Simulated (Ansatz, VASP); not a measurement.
## One calculation of GaSb, two programs

POSCAR

```
GaSb
1.0
    0.0000000000      3.0686043200      3.0686043200
    3.0686043200      0.0000000000      3.0686043200
    3.0686043200      3.0686043200      0.0000000000
Ga Sb
1 1
Direct
    0.0000000000      0.0000000000      0.0000000000
    0.2500000000      0.2500000000      0.2500000000
```

The input INCAR.step1:

```
PREC = Accurate
ENCUT = 600
ISMEAR = 0
SIGMA = 0.02
LREAL = False
LASPH = True
NELM = 100
GGA = PE
ALGO = Normal
EDIFF = 1E-4
LWAVE = True
LCHARG = False
```

The input INCAR.step2:

```
PREC = Accurate
ENCUT = 600
EDIFF = 1E-6
ISMEAR = 0
SIGMA = 0.02
LREAL = False
LASPH = True
NELM = 100
ALGO = Normal
ISIF = 3
LWAVE = False
LCHARG = False
METAGGA = R2SCAN
LMIXTAU = True
IBRION = 2
NSW = 100
EDIFFG = -0.002
ISTART = 1
```

The input KPOINTS:

```
Automatic mesh
0
Gamma
  14 14 14
```

Input for Ansatz:

```yaml
crystal:
  lattice:
    - [0.0, 3.06860432, 3.06860432]
    - [3.06860432, 0.0, 3.06860432]
    - [3.06860432, 3.06860432, 0.0]
  atoms:
    - { symbol: Ga, position: [0.0, 0.0, 0.0] }
    - { symbol: Sb, position: [0.25, 0.25, 0.25] }
basis:
  ecutwfc: 600.0
kpoints:
  mp_grid: { grid: [14, 14, 14] }
hamiltonian:
  xc: r2scan
  pseudopotentials: { kind: paw, azcp: { folder: soft_1 } }
scf:
  occupations: { method: gaussian, width: 0.02 }
output:
  forces: true
  stress: true
  eigenvalues: true
  write_density: true
  write_potential: true
  elf: true
  volumetric_format: npy
relax:
  adjacent_minimum: "off"
  f_tol: 0.002
  max_steps: 80
  cell: { stress_tol: 0.02 }
```

Alike in both runs: task relaxation of cell and atoms; functional r2SCAN; k mesh 14 × 14 × 14; occupations gaussian, width 0.02 eV; no spin polarisation.

|  | VASP | Ansatz |
| --- | --- | --- |
| version | VASP 6.6.1 | Ansatz 0.2.0 |
| potentials or method | VASP PAW PBE potentials, release 64 (Ga_d, Sb), cutoff 600 eV | scalar-relativistic, plane waves, PAW |
| valence electrons in the cell | 18 | 28 |

VASP gave:

```
gap on the k mesh at the Fermi level, each at its own relaxed structure (eV)  : 0.39
relaxed volume (Å³/atom)                                                      : 28.87
relaxed length of the cell vector where the two differ most in proportion (Å) : 4.338
```

What did Ansatz give for the same quantities?

gap on the k mesh at the Fermi level, each at its own relaxed structure (eV): 0.41; relaxed volume (Å³/atom): 28.84; relaxed length of the cell vector where the two differ most in proportion (Å): 4.337.

VASP's potentials were made for PBE, not for r2SCAN. VASP's potentials hold 18 valence electrons a cell and Ansatz's 28, so a difference there can come from the potentials and not from the codes.

Neither program's run includes spin-orbit coupling.
